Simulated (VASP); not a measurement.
Here is a VASP 6.6.1 calculation.

POSCAR

```
WS2
1.0
    3.1835163552      0.0000000000      0.0000000000
   -1.5917581776      2.7570060369      0.0000000000
    0.0000000000      0.0000000000     16.9505778900
W S
1 2
Direct
    0.0000000000      0.0000000000      0.0000000000
    0.3333333333      0.6666666667      0.0920005100
    0.3333333333      0.6666666667      0.9079994900
```

INCAR.step1

```
PREC = Accurate
ENCUT = 520
EDIFF = 1E-5
ISMEAR = -1
SIGMA = 0.05
LREAL = False
LASPH = True
NELM = 100
ALGO = Normal
ISIF = 2
LWAVE = True
LCHARG = False
GGA = PE
NBANDS = 20
```

INCAR.step2

```
PREC = Accurate
ENCUT = 520
EDIFF = 1E-6
ISMEAR = -1
SIGMA = 0.05
LREAL = False
LASPH = True
NELM = 100
ALGO = Normal
ISIF = 2
LWAVE = False
LCHARG = False
GGA = PE
LHFCALC = True
AEXX = 0.3
HFSCREEN = 0.2
PRECFOCK = Normal
ISTART = 1
NBANDS = 20
```

Contents of KPOINTS:

```
Automatic mesh
0
Gamma
  5 5 1
```

Potentials or basis: VASP PAW PBE potentials, release 64 (W_sv, S).

Command:

```sh
$ cat potpaw_PBE.64/W_sv/POTCAR potpaw_PBE.64/S/POTCAR > POTCAR
$ cp INCAR.step1 INCAR
$ mpirun -np 1 vasp_std > vasp.out
$ cp INCAR.step2 INCAR
$ mpirun -np 1 vasp_std > vasp.out
```

Q: Estimate the band gap on the k mesh.

A: 2.95 eV (least direct gap 3.45 eV).

Q: Predict the largest force.

A: 0.393 eV/Å.

Forces in eV/Å, atoms in the order of the input:
```
W    0.000  0.000  0.000
S    0.000  0.000 -0.393
S    0.000  0.000  0.393
```

Caveat: the k points lie up to 0.46 Å⁻¹ apart; there is no dipole correction, which matters where the two faces differ; the PAW data sets were made with another functional, which shifts forces and pressure a little; spin-orbit coupling is left out, which moves the levels of the heavy elements.
